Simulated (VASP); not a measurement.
Input of a VASP 6.6.1 run:

The input POSCAR:

```
ZnS
1.0
    3.8109987816      0.0000000000      0.0000000000
   -1.9054993908      3.3004217586      0.0000000000
    0.0000000000      0.0000000000      6.2340000000
Zn S
2 2
Direct
    0.2546138120      0.6666666667      0.0000000000
    0.6666666667      0.3333333333      0.5000000000
    0.3333333333      0.6666666667      0.3850000000
    0.6666666667      0.3333333333      0.8850000000
```

The input INCAR.step1:

```
PREC     = Accurate       # precision mode
ENCUT    = 520            # plane-wave cutoff, eV
ISMEAR   = 0              # smearing method
SIGMA    = 0.05           # smearing width, eV
LREAL    = False          # projectors in reciprocal space
LASPH    = True           # aspherical terms in the spheres
NELM     = 80             # most SCF steps
NBANDS   = 26             # bands
GGA      = PE             # functional
ALGO     = Normal         # electronic algorithm
EDIFF    = 1E-4           # SCF threshold, eV
LWAVE    = True           # write WAVECAR
LCHARG   = False          # write CHGCAR
```

Contents of INCAR.step2:

```
PREC     = Accurate       # precision mode
ENCUT    = 520            # plane-wave cutoff, eV
EDIFF    = 1E-6           # SCF threshold, eV
ISMEAR   = 0              # smearing method
SIGMA    = 0.05           # smearing width, eV
LREAL    = False          # projectors in reciprocal space
LASPH    = True           # aspherical terms in the spheres
NELM     = 80             # most SCF steps
ALGO     = Normal         # electronic algorithm
ISIF     = 2              # what is computed and relaxed
LWAVE    = False          # write WAVECAR
LCHARG   = False          # write CHGCAR
METAGGA  = R2SCAN         # meta-GGA
LMIXTAU  = True         
NBANDS   = 26             # bands
ISTART   = 1
```

The input KPOINTS:

```
Automatic mesh
0
Gamma
  6 6 4
```

Potentials or basis: VASP PAW PBE potentials, release 64 (Zn, S).

Command:

```console
$ cat potpaw_PBE.64/Zn/POTCAR potpaw_PBE.64/S/POTCAR > POTCAR
$ cp INCAR.step1 INCAR
$ mpirun -np 1 vasp_std > vasp.out
$ cp INCAR.step2 INCAR
$ mpirun -np 1 vasp_std > vasp.out
```

(1) What does it give for the band gap on the k mesh?

(2) Estimate the pressure.

(3) Estimate the largest force.

Results:

(1) 2.74 eV.

(2) 2.1 GPa.

(3) 2.748 eV/Å.

Caveat: the cell differs from its parent crystal (atom 1 (Zn) moved by (-0.300, +0.000) A along x and z); the PAW data sets were made with another functional, which shifts forces and pressure a little.
